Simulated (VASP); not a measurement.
Here is a VASP 6.6.1 calculation.

File INCAR:

```
PREC = Accurate ; ENCUT = 520
EDIFF = 1E-7 ; ISMEAR = -1
SIGMA = 0.1 ; LREAL = False
LASPH = True ; NELM = 80
ALGO = Normal ; ISIF = 2
LWAVE = False ; LCHARG = False
NBANDS = 13
```

File KPOINTS:

```
regular mesh
0
Gamma
  9 9 9
```

POSCAR

```
Pb
1.0
    0.0000000000      2.4375492138      2.4375492138
    2.4375492138      0.0000000000      2.4375492138
    2.4375492138      2.4375492138      0.0000000000
Pb
1
Direct
    0.0000000000      0.0000000000      0.0000000000
```

Potentials or basis: VASP PAW LDA potentials, release 64 (Pb_d).

Run with:

```sh
$ cat potpaw_LDA.64/Pb_d/POTCAR > POTCAR
$ mpirun -np 1 vasp_std > vasp.out
```

Problem. What does it give for the band gap on the k mesh?

Solution. Zero (band 7 reaches 15.25 eV, above the bottom of band 8 at 5.89 eV).

Problem. Estimate the pressure.

Solution. 0.1 GPa.

Caveat: spin-orbit coupling is left out, which moves the levels of the heavy elements.
